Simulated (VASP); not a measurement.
Here is a VASP 6.6.1 calculation.

The input INCAR:

```
SYSTEM = Be3NbP
PREC     = Accurate       ! precision mode
ENCUT    = 600            ! plane-wave cutoff, eV
EDIFF    = 1E-6           ! SCF threshold, eV
ISMEAR   = 0              ! smearing method
SIGMA    = 0.1            ! smearing width, eV
LREAL    = .False.        ! projectors in reciprocal space
LASPH    = .True.         ! aspherical terms in the spheres
NELM     = 120            ! most SCF steps
ALGO     = Normal         ! electronic algorithm
ISIF     = 2              ! what is computed and relaxed
LWAVE    = .False.        ! write WAVECAR
LCHARG   = .False.        ! write CHGCAR
GGA      = PE             ! functional
NBANDS   = 20             ! bands
GGA_COMPAT= .False.
```

KPOINTS

```
regular mesh
0
Gamma
  6 6 6
  0 0 0
```

Contents of POSCAR:

```
Be3NbP
1.0
    4.0077081533      0.0000000000      0.0000000000
    0.0000000000      4.0077081533      0.0000000000
    0.0000000000      0.0000000000      4.0077081533
Be Nb P
3 1 1
Direct
    0.0000000000      0.5000000000      0.5000000000
    0.5000000000      0.5000000000      0.0000000000
    0.5000000000      0.0000000000      0.5000000000
    0.0000000000      0.0000000000      0.0000000000
    0.5000000000      0.5000000000      0.5000000000
```

Potentials or basis: VASP PAW PBE potentials, release 64 (Be, Nb_sv, P).

The run is started by

```bash
$ cat potpaw_PBE.64/Be/POTCAR potpaw_PBE.64/Nb_sv/POTCAR potpaw_PBE.64/P/POTCAR > POTCAR
$ mpirun -np 1 vasp_std > vasp.out
```

Q: Predict the band gap on the k mesh.

A: Zero (bands 12 and 13 overlap by 1.71 eV).

Q: Predict the pressure.

A: 0.2 GPa.
